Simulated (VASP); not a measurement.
A run of VASP 6.6.1 is set up as follows.

File INCAR:

```
ALGO = Normal ; EDIFF = 1E-6
ENCUT = 520 ; GGA = PS
ISIF = 2 ; ISMEAR = 0
LASPH = True ; LCHARG = True
LELF = True ; LREAL = False
LVHAR = True ; LWAVE = False
NBANDS = 38 ; NELM = 60
PREC = Accurate ; SIGMA = 0.1
```

File KPOINTS:

```
k-points
0
Gamma
  12 12 6
```

The input POSCAR:

```
TaSi2
1.0
    4.7609902416      0.0000000000      0.0000000000
   -2.3804951208      4.1231384964      0.0000000000
    0.0000000000      0.0000000000      6.5561430355
Ta Si
3 6
Direct
    0.5000000000      0.0000000000      0.0000000000
    0.5000000000      0.5000000000      0.6666666667
    0.0000000000      0.5000000000      0.3333333333
    0.1592827538      0.3185655076      0.0000000000
    0.8407172462      0.1592827538      0.6666666667
    0.6814344924      0.8407172462      0.3333333333
    0.8407172462      0.6814344924      0.0000000000
    0.1592827538      0.8407172462      0.6666666667
    0.3185655076      0.1592827538      0.3333333333
```

Potentials or basis: VASP PAW PBE potentials, release 64 (Ta_pv, Si).

Command:

```sh
$ cat potpaw_PBE.64/Ta_pv/POTCAR potpaw_PBE.64/Si/POTCAR > POTCAR
$ mpirun -np 1 vasp_std > vasp.out
```

**Question.** Predict the band gap on the k mesh.

**Answer.** Zero (an odd number of electrons rules out a gap without spin polarisation).

**Question.** Estimate the pressure.

**Answer.** 0.3 GPa.

**Question.** What does it give for the largest force?

**Answer.** 0.004 eV/Å.

Forces in eV/Å, atoms in the order of the input:
```
Ta   0.000  0.000  0.000
Ta   0.000  0.000  0.000
Ta   0.000  0.000  0.000
Si   0.000 -0.004  0.000
Si   0.004 -0.002  0.000
Si   0.004  0.002  0.000
Si   0.000  0.004  0.000
Si  -0.004  0.002  0.000
Si  -0.004 -0.002  0.000
```

Caveat: the PAW data sets were made with another functional, which shifts forces and pressure a little; spin-orbit coupling is left out, which moves the levels of the heavy elements.
